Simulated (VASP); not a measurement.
Set up this calculation in VASP 6.6.1, as the native input.

- Task: single point
- Functional: HSE06
- Potentials or basis: VASP PAW PBE potentials, release 64 (Si)
- Cutoff: 520 eV
- k mesh: 6 × 6 × 6
- Occupations: gaussian, width 0.01 eV
- Spin: no spin polarisation
- Dipole correction: no
- Grid for exact exchange (PRECFOCK): Normal
- Further INCAR settings: ALGO = Normal; EDIFF = 1e-06; NBANDS = 11
- Share of exact exchange: 0.25
- Screening parameter: 0.2079 1/Å

Crystal: Si.

```
Si
1.0
     0.00000    2.72212    2.80378
     2.72212    0.00000    2.80378
     2.72212    2.72212    0.00000
Si
2
Cartesian
  0.0000 0.0000 0.0000
  1.3611 1.3611 1.4019
```

This cell differs from its parent crystal: uniaxial z strain +3.0%.

The input as run:

POSCAR

```
Si
1.0
    0.0000000000      2.7221188956      2.8037824625
    2.7221188956      0.0000000000      2.8037824625
    2.7221188956      2.7221188956      0.0000000000
Si
2
Direct
    0.0000000000      0.0000000000      0.0000000000
    0.2500000000      0.2500000000      0.2500000000
```

INCAR.step1

```
  PREC = Accurate
  ENCUT = 520
  EDIFF = 1E-5
  ISMEAR = 0
  SIGMA = 0.01
  LREAL = F
  LASPH = T
  NELM = 100
  ALGO = Normal
  ISIF = 2
  LWAVE = T
  LCHARG = F
  GGA = PE
  NBANDS = 11
```

INCAR.step2

```
  PREC = Accurate
  ENCUT = 520
  EDIFF = 1E-6
  ISMEAR = 0
  SIGMA = 0.01
  LREAL = F
  LASPH = T
  NELM = 100
  ALGO = Normal
  ISIF = 2
  LWAVE = F
  LCHARG = F
  GGA = PE
  LHFCALC = T
  HFSCREEN = 0.2079
  PRECFOCK = Normal
  ISTART = 1
  NBANDS = 11
```

KPOINTS

```
Automatic mesh
0
Gamma
  6 6 6
```

Potentials or basis: VASP PAW PBE potentials, release 64 (Si).

The run is started by

```bash
$ cat potpaw_PBE.64/Si/POTCAR > POTCAR
$ cp INCAR.step1 INCAR
$ mpirun -np 1 vasp_std > vasp.out
$ cp INCAR.step2 INCAR
$ mpirun -np 1 vasp_std > vasp.out
```

Results of the run:

```yaml
Pressure: -3.2 GPa
Band_gap_on_the_k_mesh: 1.20 eV (least direct gap 3.19 eV)
```

Caveat: the cell differs from its parent crystal (uniaxial z strain +3.0%); the cell stands under tension; the PAW data sets were made with another functional, which shifts forces and pressure a little.

Wall time 30 min on 1 thread of Oxide Virtual Turin-like Processor, with other jobs on the host, peak memory 0.24 GiB.
